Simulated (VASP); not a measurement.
Runs of VASP 6.6.1 on Pt. The structure is that of space group Fm-3m (No. 225), or close to it. The cells are those of the table. 

```tsv
cell	further INCAR settings	gap on the mesh (eV)	pressure (GPa)
a = 2.769, b = 2.769, c = 2.821 Å, angles 59.4, 59.4, 58.8°, 1 atom	ALGO = Fast; EDIFF = 1e-07; NBANDS = 11	none	(b)
a = 2.769, b = 2.769, c = 2.842 Å, angles 59.1, 59.1, 58.3°, 1 atom	ALGO = Fast; EDIFF = 1e-06; NBANDS = 11	none	11.8
a = 2.770, b = 2.770, c = 2.686 Å, angles 61.0, 61.0, 62.0°, 1 atom	ALGO = Fast; EDIFF = 1e-07; NBANDS = 11	none	12.1
a = 2.769, b = 2.769, c = 2.727 Å, angles 60.5, 60.5, 61.0°, 1 atom	ALGO = Fast; EDIFF = 1e-06; NBANDS = 11	none	11.3
a = 2.769, b = 2.769, c = 2.831 Å, angles 59.3, 59.3, 58.5°, 1 atom	ALGO = Fast; EDIFF = 1e-06; NBANDS = 11	none	(a)
```

Alike in all rows: task single point; level PBE; potentials or basis VASP PAW PBE potentials, release 64 (Pt); no spin polarisation; k mesh 20 × 20 × 20; cutoff (eV) 520; smearing gaussian 0.15 eV.

**Question.** Estimate the missing entries.

**Answer.** (a) 11.6; (b) 11.4.

Caveats: the cell stands under pressure; spin-orbit coupling is left out, which moves the levels of the heavy elements.

A k mesh can miss the band edges, and the runs leave out spin-orbit coupling on Pt.

A gap of «none» marks levels without a gap at the run's occupations.
